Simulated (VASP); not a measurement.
# Al (I4/mmm) in VASP: a series of runs, part 2 of 2

VASP 6.6.1.

### 3 Single point, PBE (strain +0.000 along x and y, -0.025 along z)

INCAR reads:

```
PREC = Accurate
ENCUT = 520
EDIFF = 1E-6
ISMEAR = 0
SIGMA = 0.15
LREAL = False
LASPH = True
NELM = 60
ALGO = Normal
ISIF = 2
LWAVE = False
LCHARG = False
GGA = PE
NBANDS = 8
```

KPOINTS reads:

```
regular mesh
0
Gamma
  20 20 20
```

POSCAR reads:

```
Al
1.0
    0.0000000000      2.0239800000      1.9733805000
    2.0239800000      0.0000000000      1.9733805000
    2.0239800000      2.0239800000      0.0000000000
Al
1
Direct
    0.0000000000      0.0000000000      0.0000000000
```

Potentials or basis: VASP PAW PBE potentials, release 64 (Al).

Started as:

```sh
$ cat potpaw_PBE.64/Al/POTCAR > POTCAR
$ mpirun -np 1 vasp_std > vasp.out
```

Run time: 99 s. Hardware: 1 thread of Intel Xeon 8259CL, shared host; peak memory 0.19 GiB.

The run converged. Its results:

- Free energy: -3.7458 eV
- Pressure: 1.6 GPa
- Band gap on the k mesh: zero (an odd number of electrons rules out a gap without spin polarisation)

Stress tensor (GPa, compression positive):
```
1.37 0.00 0.00
0.00 1.37 0.00
0.00 0.00 2.10
```

Levels at points of the mesh, in eV from the Fermi level:
```tsv
k point	band 1	band 2	band 3	band 4	band 5
(0.00, 0.00, 0.00)	-11.31	12.62	12.62	12.89	14.30
(0.50, 0.00, 0.00)	-4.70	-4.43	11.24	11.29	11.79
(0.50, 0.50, 0.00)	-2.75	-1.28	5.04	5.35	5.35
(0.50, 0.00, 0.50)	-3.13	-1.81	5.34	5.74	5.91
```

Caveat: the cell differs from its parent crystal (strain +0.000 along x and y, -0.025 along z).

### 4 Single point, PBE (strain -0.025 along x and y, +0.025 along z)

INCAR reads:

```
  PREC = Accurate
  ENCUT = 520
  EDIFF = 1E-6
  ISMEAR = 0
  SIGMA = 0.15
  LREAL = False
  LASPH = True
  NELM = 60
  ALGO = Fast
  ISIF = 2
  LWAVE = False
  LCHARG = False
  GGA = PE
  NBANDS = 8
```

KPOINTS is that of step 3.

POSCAR reads:

```
Al
1.0
    0.0000000000      1.9733805000      2.0745795000
    1.9733805000      0.0000000000      2.0745795000
    1.9733805000      1.9733805000      0.0000000000
Al
1
Direct
    0.0000000000      0.0000000000      0.0000000000
```

Potentials or basis: VASP PAW PBE potentials, release 64 (Al).

Started as:

```sh
$ cat potpaw_PBE.64/Al/POTCAR > POTCAR
$ mpirun -np 1 vasp_std > vasp.out
```

OUTCAR:

```text
PREC = Accurate
   ENCUT = 520
   EDIFF = 1E-6
   ISMEAR = 0
   LREAL = False
   LASPH = True
   NELM = 60
   ISIF = 2
   GGA = PE

 ion  position               nearest neighbor table
   1  0.000  0.000  0.000-

  LATTYP: Found a body centered tetragonal cell.
 ALAT       =     2.7907814668
 C/A-ratio  =     1.4867373348

  Lattice vectors:

 A1 = (  -1.9733805000,   0.0000000000,   2.0745795000)
 A2 = (   1.9733805000,   0.0000000000,   2.0745795000)
 A3 = (   0.0000000000,   1.9733805000,  -2.0745795000)

Analysis of symmetry for initial positions (statically):
=====================================================================
 Subroutine PRICEL returns:
 Original cell was already a primitive cell.

 Routine SETGRP: Setting up the symmetry group for a
 body centered tetragonal supercell.

 Subroutine GETGRP returns: Found 16 space group operations
 (whereof 16 operations were pure point group operations)
 out of a pool of 16 trial point group operations.

[... 161 lines left out ...]

 E-fermi :   8.2366     XC(G=0): -10.2726

 val. band max:        8.2309159010   @ k =  -0.3000   0.1000   0.0500
 cond. band min:       8.2403159545   @ k =  -0.2500   0.1000   0.3500
 fundamental gap:      0.0094000535
 Fermi energy:         8.2366017613

 k-point     1 :       0.0000    0.0000    0.0000
  band No.  band energies     occupation
      1      -3.0594      2.00000
      2      20.6119      0.00000
      3      21.1763      0.00000
      4      21.1763      0.00000
      5      22.5748      0.00000
      6      22.5748      0.00000
      7      22.7204      0.00000
      8      24.8783      0.00000
[... 243 lines left out ...]
 k-point    24 :      -0.3500    0.0500    0.0000
  band No.  band energies     occupation
      1       0.7041      2.00000
      2       7.6100      2.00000
      3      17.0042      0.00000
      4      20.7275      0.00000
      5      21.0348      0.00000
      6      21.5315      0.00000
      7      23.6362      0.00000
      8      25.3609      0.00000

 [... further k-points ...]

------------------------ aborting loop because EDIFF is reached ----------------------------------------

  FORCE on cell =-STRESS in cart. coord.  units (eV):
  Direction    XX          YY          ZZ          XY          YZ          ZX
  --------------------------------------------------------------------------------------
  -------------------------------------------------------------------------------------
  Total        0.2768715      0.2768715     -0.0221619      0.0000000      0.0000000      0.0000000
  in kB       27.4540905     27.4540905     -2.1975387      0.0000000      0.0000000      0.0000000
  external PRESSURE =      17.5702141 kB  Pullay stress =       0.0000000 kB

 VOLUME and BASIS-vectors are now :
 -----------------------------------------------------------------------------
  energy-cutoff  :      520.00
  volume of cell :       16.16
      direct lattice vectors                 reciprocal lattice vectors
     0.000000000  1.973380500  2.074579500    -0.253372322  0.253372322  0.241012697
     1.973380500  0.000000000  2.074579500     0.253372322 -0.253372322  0.241012697
     1.973380500  1.973380500  0.000000000     0.253372322  0.253372322 -0.241012697

 POSITION                                       TOTAL-FORCE (eV/Angst)
 -----------------------------------------------------------------------------------
      0.00000      0.00000      0.00000         0.000000      0.000000      0.000000
 -----------------------------------------------------------------------------------
    total drift:                                0.000000     -0.000000     -0.000000

  FREE ENERGIE OF THE ION-ELECTRON SYSTEM (eV)
  ---------------------------------------------------
  free  energy   TOTEN  =        -3.7417240642 eV

  energy  without entropy=       -3.7371771016  energy(sigma->0) =       -3.73945058
```

Wall time 91 s (1 thread of Intel Xeon 8259CL, shared host); peak memory 0.19 GiB.

What came out:

- Free energy: -3.7417 eV
- Pressure: 1.8 GPa
- Band gap on the k mesh: zero (an odd number of electrons rules out a gap without spin polarisation)

Stress tensor (GPa, compression positive):
```
 2.75  0.00  0.00
 0.00  2.75  0.00
 0.00  0.00 -0.22
```

Levels at points of the mesh, in eV from the Fermi level:
```tsv
k point	band 1	band 2	band 3	band 4	band 5
(0.00, 0.00, 0.00)	-11.30	12.38	12.94	12.94	14.34
(0.50, 0.00, 0.00)	-4.69	-4.41	10.86	10.90	12.12
(0.50, 0.50, 0.00)	-3.45	-2.30	5.64	6.31	6.31
(0.50, 0.00, 0.50)	-2.74	-1.27	5.08	5.21	5.57
```

Caveat: the cell differs from its parent crystal (strain -0.025 along x and y, +0.025 along z).

### 5 Single point, PBE (strain +0.000 along x and y, +0.025 along z)

INCAR reads:

```
SYSTEM = Al
ALGO = Normal
EDIFF = 1E-6
ENCUT = 520
GGA = PE
ISIF = 2
ISMEAR = 0
LASPH = .True.
LCHARG = .False.
LREAL = .False.
LWAVE = .False.
NBANDS = 8
NELM = 80
PREC = Accurate
SIGMA = 0.15
```

KPOINTS reads:

```
k-points
0
Gamma
  20 20 20
  0 0 0
```

POSCAR reads:

```
Al
1.0
    0.0000000000      2.0239800000      2.0745795000
    2.0239800000      0.0000000000      2.0745795000
    2.0239800000      2.0239800000      0.0000000000
Al
1
Direct
    0.0000000000      0.0000000000      0.0000000000
```

Potentials or basis: VASP PAW PBE potentials, release 64 (Al).

Started as:

```sh
$ cat potpaw_PBE.64/Al/POTCAR > POTCAR
$ mpirun -np 1 vasp_std > vasp.out
```

OUTCAR:

```text
SYSTEM = Al
   EDIFF = 1E-6
   ENCUT = 520
   GGA = PE
   ISIF = 2
   ISMEAR = 0
   LASPH = .True.
   LREAL = .False.
   NELM = 80
   PREC = Accurate

 ion  position               nearest neighbor table
   1  0.000  0.000  0.000-

  LATTYP: Found a body centered tetragonal cell.
 ALAT       =     2.8623399660
 C/A-ratio  =     1.4495689014

  Lattice vectors:

 A1 = (  -2.0239800000,   0.0000000000,   2.0745795000)
[... 442 lines left out ...]
      5      19.8031      0.00000
      6      20.7113      0.00000
      7      22.4615      0.00000
      8      24.5238      0.00000

 [... further k-points ...]

------------------------ aborting loop because EDIFF is reached ----------------------------------------

  FORCE on cell =-STRESS in cart. coord.  units (eV):
  Direction    XX          YY          ZZ          XY          YZ          ZX
  --------------------------------------------------------------------------------------
  -------------------------------------------------------------------------------------
  Total       -0.1934016     -0.1934016     -0.3160312      0.0000000     -0.0000000     -0.0000000
  in kB      -18.2304842    -18.2304842    -29.7898311      0.0000000     -0.0000000     -0.0000000
  external PRESSURE =     -22.0835998 kB  Pullay stress =       0.0000000 kB

 VOLUME and BASIS-vectors are now :
 -----------------------------------------------------------------------------
  energy-cutoff  :      520.00
  volume of cell :       17.00
      direct lattice vectors                 reciprocal lattice vectors
     0.000000000  2.023980000  2.074579500    -0.247038014  0.247038014  0.241012697
     2.023980000  0.000000000  2.074579500     0.247038014 -0.247038014  0.241012697
     2.023980000  2.023980000  0.000000000     0.247038014  0.247038014 -0.241012697

 POSITION                                       TOTAL-FORCE (eV/Angst)
 -----------------------------------------------------------------------------------
      0.00000      0.00000      0.00000         0.000000     -0.000000     -0.000000
 -----------------------------------------------------------------------------------
    total drift:                                0.000000      0.000000      0.000000

  FREE ENERGIE OF THE ION-ELECTRON SYSTEM (eV)
  ---------------------------------------------------
  free  energy   TOTEN  =        -3.7434091642 eV

  energy  without entropy=       -3.7384622087  energy(sigma->0) =       -3.74093569
```

stdout:

```text
POSCAR found type information on POSCAR Al
 POSCAR found :  1 types and       1 ions
 scaLAPACK will be used
 LDA part: xc-table for (Slater+PW92), standard interpolation
 POSCAR, INCAR and KPOINTS ok, starting setup
 FFT: planning ... GRIDC
 FFT: planning ... GRID_SOFT
 FFT: planning ... GRID
 WAVECAR not read
 entering main loop
```

Run time: 90 s. Hardware: 1 thread of Intel Xeon 8259CL, shared host; peak memory 0.19 GiB.

Results:

```yaml
Free_energy: -3.7434 eV
Pressure: -2.2 GPa
Band_gap_on_the_k_mesh: zero (an odd number of electrons rules out a gap without spin polarisation)
```

Caveat: the cell differs from its parent crystal (strain +0.000 along x and y, +0.025 along z).

### 6 Single point, PBE (strain +0.025 along x and y, +0.000 along z)

Changes to INCAR since step 5:

```diff
@@ -12,3 +12,3 @@
 NBANDS = 8
-NELM = 80
+NELM = 100
 PREC = Accurate
```

KPOINTS is that of step 5.

POSCAR reads:

```
Al
1.0
    0.0000000000      2.0745795000      2.0239800000
    2.0745795000      0.0000000000      2.0239800000
    2.0745795000      2.0745795000      0.0000000000
Al
1
Direct
    0.0000000000      0.0000000000      0.0000000000
```

Potentials or basis: VASP PAW PBE potentials, release 64 (Al).

Started as:

```sh
$ cat potpaw_PBE.64/Al/POTCAR > POTCAR
$ mpirun -np 1 vasp_std > vasp.out
```

It took 97 s on 1 thread of Intel Xeon 8259CL, shared host; peak memory 0.2 GiB.

It converged, with:

| Quantity | Value |
| --- | --- |
| Free energy | -3.7362 eV |
| Pressure | -3.7 GPa |
| Band gap on the k mesh | zero (an odd number of electrons rules out a gap without spin polarisation) |

Stress tensor (GPa, compression positive):
```
-3.82  0.00  0.00
 0.00 -3.82  0.00
 0.00  0.00 -3.50
```

Levels at points of the mesh, in eV from the Fermi level:
```tsv
k point	band 1	band 2	band 3	band 4	band 5	band 6
(0.00, 0.00, 0.00)	-10.79	12.21	12.21	12.47	13.34	13.41
(0.50, 0.00, 0.00)	-4.41	-4.34	10.53	10.92	11.06	11.42
(0.50, 0.50, 0.00)	-2.59	-1.29	5.03	5.03	5.04	8.24
(0.50, 0.00, 0.50)	-2.93	-1.79	5.31	5.38	5.55	8.70
```

Caveat: the cell differs from its parent crystal (strain +0.025 along x and y, +0.000 along z); the cell stands under tension.

### 7 Summary

```csv
cell,gap on the mesh (eV),pressure (GPa)
"a = 2.792, b = 2.792, c = 2.719 Å, angles 60.9, 60.9, 58.3°, 1 atom",none,9.6
"a = 2.827, b = 2.827, c = 2.862 Å, angles 59.6, 59.6, 60.8°, 1 atom",none,1.6
"a = 2.863, b = 2.863, c = 2.791 Å, angles 60.8, 60.8, 58.3°, 1 atom",none,1.8
"a = 2.898, b = 2.898, c = 2.862 Å, angles 60.4, 60.4, 59.2°, 1 atom",none,-2.2
"a = 2.898, b = 2.898, c = 2.934 Å, angles 59.6, 59.6, 60.8°, 1 atom",none,-3.7
```

Alike in all rows: task single point; level PBE; potentials or basis VASP PAW PBE potentials, release 64 (Al); no spin polarisation; k mesh 20 × 20 × 20; cutoff (eV) 520; smearing gaussian 0.15 eV.

Caveats: the cell stands under pressure (at least some runs); the cell stands under tension (at least some runs).

Total energies depend on the potentials used, so only differences within one code and one set of settings carry meaning.
